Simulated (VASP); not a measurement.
Runs of VASP 6.6.1 on TiO2. The structure is that of space group P-3m1 (No. 164), or close to it. The cells are those of the table. 

| cell | gap on the mesh (eV) | pressure (GPa) | largest force (eV/Å) |
| --- | --- | --- | --- |
| a = 2.898, b = 2.898, c = 4.053 Å, angles 90.0, 90.0, 120.0°, 3 atoms | (c) | 11.4 | (b) |
| a = 2.915, b = 2.915, c = 4.188 Å, angles 90.0, 90.0, 120.0°, 3 atoms | 2.42 | (a) | 0.10 |
| a = 2.935, b = 2.935, c = 4.503 Å, angles 90.0, 90.0, 120.0°, 3 atoms | 2.55 | 1.3 | 0.10 |
| a = 2.870, b = 2.870, c = 3.895 Å, angles 90.0, 90.0, 120.0°, 3 atoms | 2.12 | 21.6 | 0.12 |

Alike in all rows: task single point; level LDA; potentials or basis VASP PAW LDA potentials, release 64 (Ti_sv, O); no spin polarisation; k mesh 9 × 9 × 5; cutoff (eV) 520; smearing methfessel-paxton 0.02 eV.

Q: Fill in the values left out.

A: (a) 6.4; (b) 0.11; (c) 2.28.

A k mesh can miss the band edges.
